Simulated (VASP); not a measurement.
# InSb3 (P4/mmm) in VASP: further runs, part 2 of 2

VASP 6.6.1.

## (5) Single point, PBE+D3(BJ) (strain +0.080 along x and y, +0.000 along z)

Input file INCAR:

```
SYSTEM = InSb3
PREC = Accurate ; ENCUT = 520
EDIFF = 1E-6 ; ISMEAR = 0
SIGMA = 0.15 ; LREAL = .False.
LASPH = .True. ; NELM = 100
ALGO = Normal ; ISIF = 2
LWAVE = .False. ; LCHARG = .False.
GGA = PE ; IVDW = 12
NBANDS = 22
```

Input file KPOINTS:

```
regular mesh
0
Gamma
  10 10 10
  0 0 0
```

Input file POSCAR:

```
InSb3
1.0
    5.1119780680      0.0000000000      0.0000000000
    0.0000000000      5.1119780680      0.0000000000
    0.0000000000      0.0000000000      4.7333130259
In Sb
1 3
Direct
    0.0000000000      0.0000000000      0.0000000000
    0.5000000000      0.0000000000      0.5000000000
    0.0000000000      0.5000000000      0.5000000000
    0.5000000000      0.5000000000      0.0000000000
```

Potentials or basis: VASP PAW PBE potentials, release 64 (In_d, Sb).

Command:

```sh
> cat potpaw_PBE.64/In_d/POTCAR potpaw_PBE.64/Sb/POTCAR > POTCAR
> mpirun -np 1 vasp_std > vasp.out
```

OUTCAR:

```text
SYSTEM = InSb3
   PREC = Accurate
   ENCUT = 520
   EDIFF = 1E-6
   ISMEAR = 0
   LREAL = .False.
   LASPH = .True.
   NELM = 100
   ISIF = 2
   GGA = PE
   IVDW = 12
 IVDW          = 12

 ion  position               nearest neighbor table
   1  0.000  0.000  0.000-   2 3.48   3 3.48   2 3.48   3 3.48   3 3.48   3 3.48   2 3.48   2 3.48
                             4 3.61   4 3.61   4 3.61   4 3.61
   2  0.500  0.000  0.500-   1 3.48   4 3.48   1 3.48   4 3.48   4 3.48   4 3.48   1 3.48   1 3.48
                             3 3.61   3 3.61   3 3.61   3 3.61
   3  0.000  0.500  0.500-   1 3.48   4 3.48   1 3.48   4 3.48   1 3.48   1 3.48   4 3.48   4 3.48
[... 811 lines left out ...]
  -------------------------------------------------------------------------------------
  Total      -4.82219    -4.82219    -4.88400     0.00000     0.00000     0.00000
  in kB     -62.46136   -62.46136   -63.26197     0.00000     0.00000     0.00000
  external pressure =      -62.73 kB  Pullay stress =        0.00 kB

 VOLUME and BASIS-vectors are now :
 -----------------------------------------------------------------------------
  energy-cutoff  :      520.00
  volume of cell :      123.69
      direct lattice vectors                 reciprocal lattice vectors
     5.111978068  0.000000000  0.000000000     0.195618993  0.000000000  0.000000000
     0.000000000  5.111978068  0.000000000     0.000000000  0.195618993  0.000000000
     0.000000000  0.000000000  4.733313026     0.000000000  0.000000000  0.211268512

 POSITION                                       TOTAL-FORCE (eV/Angst)
 -----------------------------------------------------------------------------------
      0.00000      0.00000      0.00000         0.000000      0.000000      0.000000
      2.55599      0.00000      2.36666         0.000000      0.000000      0.000000
      0.00000      2.55599      2.36666         0.000000      0.000000      0.000000
      2.55599      2.55599      0.00000         0.000000      0.000000      0.000000
 -----------------------------------------------------------------------------------
    total drift:                               -0.000000     -0.000000     -0.000000

  FREE ENERGIE OF THE ION-ELECTRON SYSTEM (eV)
  ---------------------------------------------------
  free  energy   TOTEN  =       -15.7279015303 eV

  energy  without entropy=      -15.7069622422  energy(sigma->0) =      -15.71743189
```

OSZICAR:

```text
N       E                     dE             d eps       ncg     rms          rms(c)
DAV:   1     0.184333513135E+03    0.18433E+03   -0.10812E+04  5544   0.115E+03
DAV:   2     0.186829989969E+01   -0.18247E+03   -0.17590E+03  6178   0.283E+02
DAV:   3    -0.135832024672E+02   -0.15452E+02   -0.14966E+02  6946   0.849E+01
DAV:   4    -0.140922012991E+02   -0.50900E+00   -0.50767E+00  6392   0.164E+01
DAV:   5    -0.141159910571E+02   -0.23790E-01   -0.23788E-01  8262   0.364E+00    0.279E+00
DAV:   6    -0.140938346812E+02    0.22156E-01   -0.38691E-02  6798   0.209E+00    0.155E+00
DAV:   7    -0.140867612093E+02    0.70735E-02   -0.25697E-02  7084   0.129E+00    0.136E-01
DAV:   8    -0.140867116609E+02    0.49548E-04   -0.19401E-03  6638   0.481E-01    0.588E-02
DAV:   9    -0.140867585207E+02   -0.46860E-04   -0.11291E-04  6976   0.810E-02    0.274E-02
DAV:  10    -0.140867605246E+02   -0.20039E-05   -0.83950E-06  6872   0.197E-02    0.786E-03
DAV:  11    -0.140867602570E+02    0.26760E-06   -0.80931E-07  4340   0.730E-03
   1 F= -.15727902E+02 E0= -.15717432E+02  d E =-.209393E-01
```

Run time: 2.8 min. Hardware: 1 thread of Intel Xeon Platinum 8488C (Sapphire Rapids), shared host; peak memory 0.47 GiB.

Results:

| Item | Value |
| --- | --- |
| Free energy | -15.7279 eV |
| Pressure | -6.3 GPa |
| Band gap on the k mesh | zero (bands 14 and 15 overlap by 3.54 eV) |
| Dispersion energy per atom | -0.410 eV |

Stress tensor (GPa, compression positive):
```
-6.25  0.00  0.00
 0.00 -6.25  0.00
 0.00  0.00 -6.33
```

Levels at points of the mesh, in eV from the Fermi level:
```tsv
k point	band 10	band 11	band 12	band 13	band 14	band 15	band 16	band 17	band 18	band 19
(0.00, 0.00, 0.00)	-3.89	-3.48	-3.34	0.27	0.27	0.50	1.75	1.86	1.86	4.16
(0.50, 0.00, 0.00)	-2.79	-2.21	-1.97	-1.43	-0.64	-0.50	1.36	1.97	2.07	2.35
(0.50, 0.50, 0.00)	-1.83	-1.08	-1.08	-0.87	-0.68	-0.68	0.07	1.61	2.33	2.51
(0.00, 0.00, 0.50)	-2.46	-2.46	-1.76	-1.76	-1.14	-0.82	1.61	1.61	1.82	2.20
(0.50, 0.00, 0.50)	-2.54	-1.72	-1.69	-1.18	-1.02	-0.95	-0.83	1.14	3.06	3.19
(0.50, 0.50, 0.50)	-4.46	-4.35	-4.35	-4.24	2.59	2.65	3.22	3.22	3.48	5.76
```

Caveat: the cell differs from its parent crystal (strain +0.080 along x and y, +0.000 along z); the cell stands under tension; spin-orbit coupling is left out, which moves the levels of the heavy elements.

## (6) Overview

```csv
cell,gap on the mesh (eV),pressure (GPa)
"a = 4.355, b = 4.355, c = 4.733 Å, 4 atoms",none,14.3
"a = 4.355, b = 4.355, c = 4.923 Å, 4 atoms",none,10.0
"a = 5.112, b = 5.112, c = 4.544 Å, 4 atoms",none,-5.2
"a = 5.112, b = 5.112, c = 4.733 Å, 4 atoms",none,-6.3
```

Alike in all rows: task single point; level PBE+D3(BJ); potentials or basis VASP PAW PBE potentials, release 64 (In_d, Sb); no spin polarisation; k mesh 10 × 10 × 10; cutoff (eV) 520; smearing gaussian 0.15 eV.

Caveats: spin-orbit coupling is left out, which moves the levels of the heavy elements; the cell stands under pressure (at least some runs); the cell stands under tension (at least some runs).

Absolute energies hang on the potentials; compare differences alone.
